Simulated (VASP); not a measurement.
## KZnF3: single point with r2SCAN

Crystal: KZnF3.

```
CELL_PARAMETERS angstrom
3.60832 0.00000 0.00000
0.00000 3.60832 0.00000
0.00000 0.00000 5.10217
ATOMIC_POSITIONS crystal
K 0.00000 0.00000 0.00000
Zn 0.50000 0.50000 0.50000
F 0.50000 0.50000 0.00000
F 0.00000 0.50000 0.50000
F 0.50000 0.00000 0.50000
```

This cell differs from its parent crystal: ratio of the length along z to the lengths across it x 1.414, volume and fractional coordinates fixed.

| Quantity | Value |
| --- | --- |
| Program | VASP 6.6.1 |
| Task | single point |
| Functional | r2SCAN |
| Potentials or basis | VASP PAW PBE potentials, release 64 (K_sv, Zn, F) |
| Cutoff | 520 eV |
| k mesh | 6 × 6 × 6 |
| Occupations | gaussian, width 0.05 eV |
| Spin | no spin polarisation |

```json
{
 "Pressure": "15.3 GPa",
 "Band gap on the k mesh": "3.43 eV (least direct gap 6.20 eV)"
}
```

Stress tensor (GPa, compression positive):
```
26.26  0.00  0.00
 0.00 26.26  0.00
 0.00  0.00 -6.52
```

Levels at points of the mesh, in eV from the valence-band top:
```tsv
k point	band 18	band 19	band 20	band 21	band 22	band 23	band 24	band 25
(0.00, 0.00, 0.00)	-4.02	-3.08	-2.77	-2.77	3.43	7.45	8.82	9.44
(0.50, 0.00, 0.00)	-3.21	-3.19	-3.02	-2.39	6.89	7.69	8.34	9.70
(0.50, 0.50, 0.00)	-3.13	-2.84	-2.84	0.00	8.55	9.00	9.00	9.19
(0.00, 0.00, 0.50)	-4.03	-3.04	-2.76	-2.76	5.13	6.67	7.74	10.00
(0.50, 0.00, 0.50)	-3.17	-3.12	-3.02	-1.83	7.21	7.93	9.04	9.46
(0.50, 0.50, 0.50)	-2.75	-2.75	-2.42	0.00	7.00	7.55	7.55	9.42
```

Wall time 4.5 min on 1 thread of Intel(R) Xeon(R) Platinum 8488C (Sapphire Rapids), with other jobs on the host, peak memory 0.23 GiB.

Caveat: the stress differs along the axes, from -7 to 26 GPa; the PAW data sets were made with another functional, which shifts forces and pressure a little. A k mesh can miss the band edges.
